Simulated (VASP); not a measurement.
# Sc in VASP: notebook

Sc is run at these levels: LDA; tasks: electric field gradients.

Program: VASP 6.6.1. These are calculated values, not measurements. Logs are shortened: lines on timing, memory, paths and dates and some standing lists are left out, and cuts for length are marked.

**1. The cell of the first run**

It takes space group R-3m (No. 166, trigonal). Conventional cell: a = 3.274 Å, b = 3.274 Å, c = 8.141 Å, α = 90.00°, β = 90.00°, γ = 120.00°. Sc (site symmetry -3m) has 12 Sc at 3.27 to 3.31 Å within 4.3 Å.

**2. Electric field gradients, LDA (equal xy, yz and zx shear strains of +1 %)**

Contents of INCAR:

```
PREC = Accurate
ENCUT = 520
EDIFF = 1E-8
ISMEAR = -1
SIGMA = 0.08
LREAL = False
LASPH = True
NELM = 80
ALGO = Normal
ISIF = 2
LWAVE = False
LCHARG = False
GGA = CA
LEFG = True
NBANDS = 12
```

Contents of KPOINTS:

```
regular mesh
0
Gamma
  13 13 13
```

Contents of POSCAR:

```
Sc
1.0
    0.0232684620      2.3384804357      2.3384804357
    2.3384804357      0.0232684620      2.3384804357
    2.3384804357      2.3384804357      0.0232684620
Sc
1
Direct
    0.0000000000      0.0000000000      0.0000000000
```

Potentials or basis: VASP PAW LDA potentials, release 64 (Sc_sv).

Command:

```sh
$ cat potpaw_LDA.64/Sc_sv/POTCAR > POTCAR
$ mpirun -np 1 vasp_std > vasp.out
```

OUTCAR:

```text
PREC = Accurate
   ENCUT = 520
   EDIFF = 1E-8
   ISMEAR = -1
   LREAL = False
   LASPH = True
   NELM = 80
   ISIF = 2
   GGA = CA

 ion  position               nearest neighbor table
   1  0.000  0.000  0.000-

  LATTYP: Found a trigonal (rhomboedric) cell.
 ALAT       =     3.3071926036
 COS(alpha) =     0.5099250055

  Lattice vectors:

 A1 = (   0.0232684620,   2.3384804357,   2.3384804357)
 A2 = (   2.3384804357,   0.0232684620,   2.3384804357)
 A3 = (   2.3384804357,   2.3384804357,   0.0232684620)

Analysis of symmetry for initial positions (statically):
=====================================================================
 Subroutine PRICEL returns:
 Original cell was already a primitive cell.

 Routine SETGRP: Setting up the symmetry group for a
 trigonal (rhombohedral) supercell.

 Subroutine GETGRP returns: Found 12 space group operations
 (whereof 12 operations were pure point group operations)
 out of a pool of 12 trial point group operations.

The static configuration has the point symmetry D_3d.

Analysis of symmetry for dynamics (positions and initial velocities):
=====================================================================
 Subroutine PRICEL returns:
 Original cell was already a primitive cell.

 Routine SETGRP: Setting up the symmetry group for a
 trigonal (rhombohedral) supercell.

 Subroutine GETGRP returns: Found 12 space group operations
 (whereof 12 operations were pure point group operations)
 out of a pool of 12 trial point group operations.

The dynamic configuration has the point symmetry D_3d.

 Subroutine INISYM returns: Found 12 space group operations
 (whereof 12 operations are pure point group operations),
 and found     1 'primitive' translations

----------------------------------------------------------------------------------------

                                     Primitive cell

  volume of cell :      25.1942

  direct lattice vectors                    reciprocal lattice vectors
     0.023268462  2.338480436  2.338480436    -0.217032070  0.214893823  0.214893823
     2.338480436  0.023268462  2.338480436     0.214893823 -0.217032070  0.214893823
     2.338480436  2.338480436  0.023268462     0.214893823  0.214893823 -0.217032070

  length of vectors
     3.307192604  3.307192604  3.307192604     0.373445618  0.373445618  0.373445618

  position of ions in fractional coordinates (direct lattice)
     0.000000000  0.000000000  0.000000000

  ion indices of the primitive-cell ions
   primitive index   ion index
                 1           1

----------------------------------------------------------------------------------------

 KPOINTS: regular mesh

Automatic generation of k-mesh.
 Grid dimensions read from file:
 generate k-points for:   13   13   13

 Generating k-lattice:

  Cartesian coordinates                     Fractional coordinates (reciprocal lattice)
    -0.016694775  0.016530294  0.016530294     0.076923077 -0.000000000 -0.000000000
     0.016530294 -0.016694775  0.016530294    -0.000000000  0.076923077 -0.000000000
     0.016530294  0.016530294 -0.016694775    -0.000000000 -0.000000000  0.076923077

  Length of vectors
     0.028726586  0.028726586  0.028726586

  Shift w.r.t. Gamma in fractional coordinates (k-lattice)
     0.000000000  0.000000000  0.000000000

 Subroutine IBZKPT returns following result:
 ===========================================

 Found    231 irreducible k-points:

 Following reciprocal coordinates:
            Coordinates               Weight
  0.000000  0.000000  0.000000      1.000000
  0.076923  0.000000 -0.000000      6.000000
  0.153846 -0.000000 -0.000000      6.000000
  0.230769  0.000000 -0.000000      6.000000
  0.307692 -0.000000 -0.000000      6.000000
  0.384615  0.000000  0.000000      6.000000
[... 16 lines left out ...]
  0.384615  0.153846 -0.000000     12.000000
  0.461538  0.153846 -0.000000     12.000000
 [... further k-points ...]
   k-points           NKPTS =    231   k-points in BZ     NKDIM =    231   number of bands    NBANDS=     12
   number of dos      NEDOS =    301   number of ions     NIONS =      1
   total plane-waves  NPLWV =  21952
   dimension x,y,z NGX =    28 NGY =   28 NGZ =   28
   dimension x,y,z NGXF=    56 NGYF=   56 NGZF=   56
   ions per type =               1
   NGX,Y,Z   is equivalent  to a cutoff of  14.08, 14.08, 14.08 a.u.
   NGXF,Y,Z  is equivalent  to a cutoff of  28.15, 28.15, 28.15 a.u.
 SYSTEM =  unknown system
   PREC   = accura    normal or accurate (medium, high low for compatibility)
   ISTART =      0    job   : 0-new  1-cont  2-samecut
   ICHARG =      2    charge: 1-file 2-atom 10-const
   ISPIN  =      1    spin polarized calculation?
   LNONCOLLINEAR =      F non collinear calculations
   LSORBIT =      F    spin-orbit coupling
   LASPH  =      T    aspherical Exc in radial PAW
   ENCUT  =  520.0 eV  38.22 Ry    6.18 a.u.   6.15  6.15  6.15*2*pi/ulx,y,z
   NELM   =     80;   NELMIN=  2; NELMDL= -5     # of ELM steps
   EDIFF  = 0.1E-07   stopping-criterion for ELM
   LREAL  =      F    real-space projection
   EDIFFG = 0.1E-06   stopping-criterion for IOM
   NSW    =      0    number of steps for IOM
   IBRION =     -1    ionic relax: 0-MD 1-quasi-New 2-CG
   NFREE  =      0    steps in history (QN), initial steepest desc. (CG)
   ISIF   =      2    stress and relaxation
   ISYM   =      2    0-nonsym 1-usesym 2-fastsym
   POTIM  = 0.5000    time-step for ionic-motion
   TEBEG  =    0.0;   TEEND  =   0.0 temperature during run
   PSTRESS=    0.0 pullay stress
   NELECT =      11.0000    total number of electrons
   NUPDOWN=      -1.0000    fix difference up-down
   EMIN   =  10.00;   EMAX   =-10.00  energy-range for DOS
   EFERMI =   0.00;   METHOD = LEGACY
   ISMEAR =    -1;   SIGMA  =   0.08  broadening in eV -4-tet -1-fermi 0-gaus
   EFERMI_NEDOS =   21; number of points for ismear=-14 and -15
   IALGO  =     38    algorithm
   IMIX   =      4    mixing-type and parameters
     AMIX     =   0.40;   BMIX     =  1.00
     AMIX_MAG =   1.60;   BMIX_MAG =  1.00
  volume/ion in A,a.u.               =      25.19       170.02
  Fermi-wavevector in a.u.,A,eV,Ry     =   1.241954  2.346953 20.986305  1.542450
  Thomas-Fermi vector in A             =   2.376330
   LORBIT       =      0    0 simple, 1 ext, 2 COOP (PROOUT), +10 PAW based schemes
   GGA     = CA    functional components
   LHFCALC =     F    Hartree Fock is set to
   AEXX    =    0.0000 exact exchange contribution
   IVDW    =     0    specifies the selected vdW correction
   LEPSILON=     F    determine dielectric tensor
   LRPA    =     F    only Hartree local field effects (RPA)
 non-spin polarized calculation
  energy-cutoff  :      520.00
  volume of cell :       25.19
 maximum number of plane-waves:       690
 NGX is ok and might be reduce to    28
   NGX = 13   NGY = 13   NGZ = 13

 number of electron      11.0000000 magnetization

 Free energy of the ion-electron system (eV)
  ---------------------------------------------------
  ext. energy  EPLUGINS =         0.00000000
  ---------------------------------------------------
  free energy    TOTEN  =        -6.65111139 eV

  energy without entropy =       -6.60938347  energy(sigma->0) =       -6.63024743

 E-fermi :   3.3945     XC(G=0): -10.0503

 val. band max:        3.3944416825   @ k =   0.3846   0.2308   0.0000
 cond. band min:       3.3971079710   @ k =  -0.3077   0.1538   0.1538
 fundamental gap:      0.0026662885
 Fermi energy:         3.3945367722

 k-point     1 :       0.0000    0.0000    0.0000
  band No.  band energies     occupation
      1     -45.4924      2.00000
      2     -24.2607      2.00000
      3     -24.2530      2.00000
      4     -24.2530      2.00000
      5      -1.7055      2.00000
      6       4.8052      0.00000
      7       4.9257      0.00000
      8       4.9257      0.00000
      9       6.2178      0.00000
     10       6.2178      0.00000
     11      15.8771      0.00000
     12      18.8548      0.00000

 k-point     2 :       0.0769    0.0000   -0.0000
  band No.  band energies     occupation
      1     -45.4891      2.00000
      2     -24.2768      2.00000
      3     -24.2624      2.00000
      4     -24.2562      2.00000
      5      -1.5569      2.00000
      6       4.7927      0.00000
      7       4.8852      0.00000
      8       4.9841      0.00000
      9       6.1782      0.00000
     10       6.1797      0.00000
     11      16.0041      0.00000
     12      18.0244      0.00000
[... 316 lines left out ...]
 k-point    24 :       0.4615    0.1538   -0.0000
  band No.  band energies     occupation
      1     -45.4328      2.00000
      2     -24.5878      2.00000
      3     -24.3486      2.00000
      4     -24.3282      2.00000
      5       1.7282      2.00000
      6       3.4148      0.87379
      7       4.4861      0.00000
      8       5.1760      0.00000
      9       7.1108      0.00000
     10       7.2419      0.00000
     11      10.5608      0.00000
     12      15.2599      0.00000

 [... further k-points ...]
[... 5 lines left out ...]
  --------------------------------------------------------------------------------------
  -------------------------------------------------------------------------------------
  Total       -0.8723327     -0.8723327     -0.8723327     -0.0451468     -0.0451468     -0.0451468
  in kB      -55.4743418    -55.4743418    -55.4743418     -2.8710245     -2.8710245     -2.8710245
  external PRESSURE =     -55.4743418 kB  Pullay stress =       0.0000000 kB

 VOLUME and BASIS-vectors are now :
 -----------------------------------------------------------------------------
  energy-cutoff  :      520.00
  volume of cell :       25.19
      direct lattice vectors                 reciprocal lattice vectors
     0.023268462  2.338480436  2.338480436    -0.217032070  0.214893823  0.214893823
     2.338480436  0.023268462  2.338480436     0.214893823 -0.217032070  0.214893823
     2.338480436  2.338480436  0.023268462     0.214893823  0.214893823 -0.217032070

 POSITION                                       TOTAL-FORCE (eV/Angst)
 -----------------------------------------------------------------------------------
      0.00000      0.00000      0.00000         0.000000      0.000000      0.000000
 -----------------------------------------------------------------------------------
    total drift:                               -0.000000      0.000000     -0.000000

  FREE ENERGIE OF THE ION-ELECTRON SYSTEM (eV)
  ---------------------------------------------------
  free  energy   TOTEN  =        -6.6511113854 eV

  energy  without entropy=       -6.6093834700  energy(sigma->0) =       -6.63024743

 Electric field gradients (V/A^2)
---------------------------------------------------------------------
 ion       V_xx      V_yy      V_zz      V_xy      V_xz      V_yz
---------------------------------------------------------------------
   1       0.000     0.000     0.000    -1.931    -1.931    -1.931
---------------------------------------------------------------------

 Electric field gradients after diagonalization (V/A^2)
 (convention: |V_zz| > |V_xx| > |V_yy|)
----------------------------------------------------------------------
 ion       V_xx      V_yy      V_zz     asymmetry (V_yy - V_xx)/ V_zz
----------------------------------------------------------------------
   1       1.931     1.931    -3.863       0.000
----------------------------------------------------------------------

           NMR quadrupolar parameters

 Cq : quadrupolar parameter    Cq=e*Q*V_zz/h
 eta: asymmetry parameters     (V_yy - V_xx)/ V_zz
 Q  : nuclear electric quadrupole moment in mb (millibarn)
----------------------------------------------------------------------
 ion       Cq(MHz)       eta       Q (mb)
----------------------------------------------------------------------
   1      -0.009       0.000       1.000
----------------------------------------------------------------------
```

It took 57 s on 1 thread of AMD EPYC 7R13 (Zen 3), shared host; peak memory 0.16 GiB.

What came out:

- Free energy: -6.6511 eV
- Pressure: -5.5 GPa

Electric field gradients, principal values (V/Å²):
```csv
atom,least,middle,greatest (by size)
1 Sc,1.931,1.931,-3.863
```

Caveat: the cell differs from its parent crystal (equal xy, yz and zx shear strains of +1 %); without QUAD_EFG the Cq values of the log hold for a quadrupole moment of 1 mb, not for the nuclei.

**3. Electric field gradients, LDA (equal xy, yz and zx shear strains of -1.5 %)**

Contents of INCAR:

```
  ALGO = Normal
  EDIFF = 1E-8
  ENCUT = 520
  ISIF = 2
  ISMEAR = -1
  LASPH = True
  LCHARG = False
  LEFG = True
  LREAL = False
  LWAVE = False
  NBANDS = 12
  NELM = 100
  PREC = Accurate
  SIGMA = 0.08
```

Contents of KPOINTS:

```
k-points
0
Gamma
  13 13 13
```

Contents of POSCAR:

```
Sc
1.0
   -0.0349026931      2.3093948582      2.3093948582
    2.3093948582     -0.0349026931      2.3093948582
    2.3093948582      2.3093948582     -0.0349026931
Sc
1
Direct
    0.0000000000      0.0000000000      0.0000000000
```

Potentials or basis: VASP PAW LDA potentials, release 64 (Sc_sv).

Command:

```sh
$ cat potpaw_LDA.64/Sc_sv/POTCAR > POTCAR
$ mpirun -np 1 vasp_std > vasp.out
```

OUTCAR:

```text
EDIFF = 1E-8
   ENCUT = 520
   ISIF = 2
   ISMEAR = -1
   LASPH = True
   LREAL = False
   NELM = 100
   PREC = Accurate

 ion  position               nearest neighbor table
   1  0.000  0.000  0.000-

  LATTYP: Found a trigonal (rhomboedric) cell.
 ALAT       =     3.2661640222
 COS(alpha) =     0.4848312789

  Lattice vectors:

 A1 = (  -0.0349026931,   2.3093948582,   2.3093948582)
 A2 = (   2.3093948582,  -0.0349026931,   2.3093948582)
 A3 = (   2.3093948582,   2.3093948582,  -0.0349026931)

Analysis of symmetry for initial positions (statically):
=====================================================================
 Subroutine PRICEL returns:
 Original cell was already a primitive cell.

 Routine SETGRP: Setting up the symmetry group for a
[... 542 lines left out ...]
  external PRESSURE =     -55.3479741 kB  Pullay stress =       0.0000000 kB

 VOLUME and BASIS-vectors are now :
 -----------------------------------------------------------------------------
  energy-cutoff  :      520.00
  volume of cell :       25.19
      direct lattice vectors                 reciprocal lattice vectors
    -0.034902693  2.309394858  2.309394858    -0.211659520  0.214907492  0.214907492
     2.309394858 -0.034902693  2.309394858     0.214907492 -0.211659520  0.214907492
     2.309394858  2.309394858 -0.034902693     0.214907492  0.214907492 -0.211659520

 POSITION                                       TOTAL-FORCE (eV/Angst)
 -----------------------------------------------------------------------------------
      0.00000      0.00000      0.00000        -0.000000      0.000000     -0.000000
 -----------------------------------------------------------------------------------
    total drift:                               -0.000000      0.000000     -0.000000

  FREE ENERGIE OF THE ION-ELECTRON SYSTEM (eV)
  ---------------------------------------------------
  free  energy   TOTEN  =        -6.6503277741 eV

  energy  without entropy=       -6.6086357425  energy(sigma->0) =       -6.62948176

 Electric field gradients (V/A^2)
---------------------------------------------------------------------
 ion       V_xx      V_yy      V_zz      V_xy      V_xz      V_yz
---------------------------------------------------------------------
   1       0.000    -0.000     0.000     2.757     2.757     2.757
---------------------------------------------------------------------

 Electric field gradients after diagonalization (V/A^2)
 (convention: |V_zz| > |V_xx| > |V_yy|)
----------------------------------------------------------------------
 ion       V_xx      V_yy      V_zz     asymmetry (V_yy - V_xx)/ V_zz
----------------------------------------------------------------------
   1      -2.757    -2.757     5.515       0.000
----------------------------------------------------------------------

           NMR quadrupolar parameters

 Cq : quadrupolar parameter    Cq=e*Q*V_zz/h
 eta: asymmetry parameters     (V_yy - V_xx)/ V_zz
 Q  : nuclear electric quadrupole moment in mb (millibarn)
----------------------------------------------------------------------
 ion       Cq(MHz)       eta       Q (mb)
----------------------------------------------------------------------
   1       0.013       0.000       1.000
----------------------------------------------------------------------
```

Wall time 38 s (1 thread of AMD EPYC 7R13 (Zen 3), shared host); peak memory 0.15 GiB.

What came out:

| Property | Result |
| --- | --- |
| Free energy | -6.6503 eV |
| Pressure | -5.5 GPa |

Stress tensor (GPa, compression positive):
```
-5.53  0.44  0.44
 0.44 -5.53  0.44
 0.44  0.44 -5.53
```

Electric field gradients, principal values (V/Å²):
```
atom   least  middle  greatest (by size)
1 Sc  -2.757  -2.757               5.515
```

Caveat: the cell differs from its parent crystal (equal xy, yz and zx shear strains of -1.5 %); without QUAD_EFG the Cq values of the log hold for a quadrupole moment of 1 mb, not for the nuclei.

[end of part 1 of 2]
